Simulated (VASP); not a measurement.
Input of a VASP 6.6.1 run:

INCAR

```
PREC = Accurate
ENCUT = 520
EDIFF = 1E-6
ISMEAR = -1
SIGMA = 0.1
LREAL = F
LASPH = T
NELM = 60
ALGO = Normal
ISIF = 2
LWAVE = F
LCHARG = T
GGA = PE
LELF = T
LVHAR = T
NBANDS = 17
```

KPOINTS

```
regular mesh
0
Gamma
  16 16 9
```

Contents of POSCAR:

```
Ni
1.0
    2.3788793544      0.0000000000      0.0000000000
   -1.1894396772      2.0601699534      0.0000000000
    0.0000000000      0.0000000000      3.9123300259
Ni
2
Direct
    0.3333333333      0.6666666667      0.2500000000
    0.6666666667      0.3333333333      0.7500000000
```

Potentials or basis: VASP PAW PBE potentials, release 64 (Ni).

The run is started by

```console
$ cat potpaw_PBE.64/Ni/POTCAR > POTCAR
$ mpirun -np 1 vasp_std > vasp.out
```

Problem. What does it give for the pressure?

Solution. 34.1 GPa.

Problem. Estimate the band gap on the k mesh.

Solution. Zero (band 10 reaches 11.29 eV, above the bottom of band 11 at 10.70 eV).

Caveat: the run has no spin polarisation, though such a crystal can be magnetic. Spin polarisation is off, so any magnetic state and its effect on volume and gap are missing.
